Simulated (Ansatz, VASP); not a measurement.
## One calculation of C, two programs

The input INCAR:

```
ALGO = Normal
EDIFF = 1E-6
ENCUT = 600
GGA = PS
GGA_COMPAT = F
ISIF = 2
ISMEAR = 0
LASPH = T
LCHARG = F
LREAL = F
LWAVE = F
NBANDS = 16
NELM = 120
PREC = Accurate
SIGMA = 0.15
```

KPOINTS

```
k-points
0
Gamma
  18 18 6
```

Contents of POSCAR:

```
C
1.0
    1.2294745828     -2.1290849001      0.0000000000
    1.2294745828      2.1290849001      0.0000000000
    0.0000000000      0.0000000000      7.3778161753
C
4
Direct
   -0.0899230834      0.7434336106      0.7498447213
    0.7565663894      0.5899230834      0.2501552787
    1.0899230834      0.2565663894      0.2501552787
    0.2434336106      0.4100769166      0.7498447213
```

Input for Ansatz:

```yaml
crystal:
  lattice:
    - [1.2294745828, -2.1290849001, 0.0]
    - [1.2294745828, 2.1290849001, 0.0]
    - [0.0, 0.0, 7.3778161753]
  atoms:
    - { symbol: C, position: [-0.0899230834, 0.7434336106, 0.7498447213] }
    - { symbol: C, position: [0.7565663894, 0.5899230834, 0.2501552787] }
    - { symbol: C, position: [1.0899230834, 0.2565663894, 0.2501552787] }
    - { symbol: C, position: [0.2434336106, 0.4100769166, 0.7498447213] }
basis:
  ecutwfc: 520.0
kpoints:
  mp_grid: { grid: [18, 18, 6] }
hamiltonian:
  xc: pbesol
  pseudopotentials: { kind: paw, azcp: { folder: soft_1 } }
scf:
  occupations: { method: gaussian, width: 0.15 }
output:
  forces: true
  stress: true
  eigenvalues: true
```

Change from the starting cell: mode 1 frozen in at +0.000 Å and mode 5 at -0.426 Å (largest displacements).

Alike in both runs: task single point; functional PBEsol; k mesh 18 × 18 × 6; occupations gaussian, width 0.15 eV; no spin polarisation.

|  | VASP | Ansatz |
| --- | --- | --- |
| version | VASP 6.6.1 | Ansatz 0.2.0 |
| potentials or method | VASP PAW PBE potentials, release 64 (C), cutoff 600 eV | scalar-relativistic, plane waves, PAW |
| valence electrons in the cell | 16 | 16 |

Ansatz gave:

- pressure (GPa): 0.1
- traceless stress, the component that is largest in VASP (GPa): -0.18
- rms of the force components (eV/Å): 0.005

Problem. Estimate VASP's values.

Solution. Pressure (GPa): 0.4; traceless stress, the component that is largest in VASP (GPa): 0.11; rms of the force components (eV/Å): 0.005.

VASP's potentials were made for PBE, not for PBEsol, and Ansatz warns of the same on its side. Atom by atom the forces differ by 0.000 eV/Å (rms over components). The functional is the same, so the differences come from potentials, cutoffs and numerics.
